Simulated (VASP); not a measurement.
# Hg: density of states with PBE

The system is Hg.

```
CELL_PARAMETERS angstrom
0.00000 3.23548 3.23548
3.23548 0.00000 3.23548
3.23548 3.23548 0.00000
ATOMIC_POSITIONS crystal
Hg 0.87500 0.87500 0.87500
Hg 0.12500 0.12500 0.12500
```

This cell differs from its parent crystal: volume scaled by 0.6.

- Program: VASP 6.6.1
- Task: density of states
- Functional: PBE
- Potentials or basis: VASP PAW PBE potentials, release 64 (Hg)
- Cutoff: 520 eV
- k mesh: 11 × 11 × 11
- Occupations: fermi-dirac, width 0.05 eV
- Spin: no spin polarisation
- Dipole correction: no
- k mesh for the DOS: 17 × 17 × 17
- Occupations for the DOS: tetrahedron
- Further INCAR settings: ALGO = Normal; EDIFF = 1e-06

The valence electrons inside the program's atomic spheres are Hg 10.52.

Levels at points of the mesh, in eV from the Fermi level:
| k point | band 10 | band 11 | band 12 | band 13 | band 14 | band 15 |
| --- | --- | --- | --- | --- | --- | --- |
| (0.00, 0.00, 0.00) | -6.28 | -6.28 | 3.55 | 5.23 | 5.23 | 5.23 |

Wall time 4.4 min on 1 thread of AMD EPYC 7R13 (shared host), peak memory 0.27 GiB.

Caveat: spin-orbit coupling is left out, which moves the levels of the heavy elements.
